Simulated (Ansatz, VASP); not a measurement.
# One calculation of Au, two programs

```
Au
1.0
     2.95800    0.00000    0.00000
    -1.47900    2.56170    0.00000
     0.00000    0.00000    4.88000
Au
2
Direct
  0.33333 0.66667 0.75000
  0.66667 0.33333 0.25000
```

Change from the starting cell: equal xx and yy strain of +2 %, PAW files.

Alike in both runs: task electric field gradients; functional PBEsol; k mesh 14 × 14 × 8; occupations fermi-dirac, width 0.03 eV; no spin polarisation.

|  | VASP | Ansatz |
| --- | --- | --- |
| version | VASP 6.6.1 | Ansatz 0.2.0 |
| potentials or method | VASP PAW PBE potentials, release 64 (Au) | PAW with Ansatz's default frozen-core files, scalar-relativistic |
| plane-wave cutoff (eV) | 520 | 420 |
| valence electrons in the cell | 22 | 38 |

|  | VASP | Ansatz | Ansatz less VASP |
| --- | --- | --- | --- |
| pressure (GPa) | -11.2 | -11.0 | +0.19 |
| traceless stress, the component that is largest in VASP (GPa) | 0.38 | 0.42 | +0.042 |
| size of Vzz on the site where it differs most (V/Å²) | 10.9 | 7.3 | -3.58 |

VASP's potentials were made for PBE, not for PBEsol. VASP's potentials hold 22 valence electrons a cell and Ansatz's 38, so a difference there can come from the potentials and not from the codes.

Neither program's run includes spin-orbit coupling.
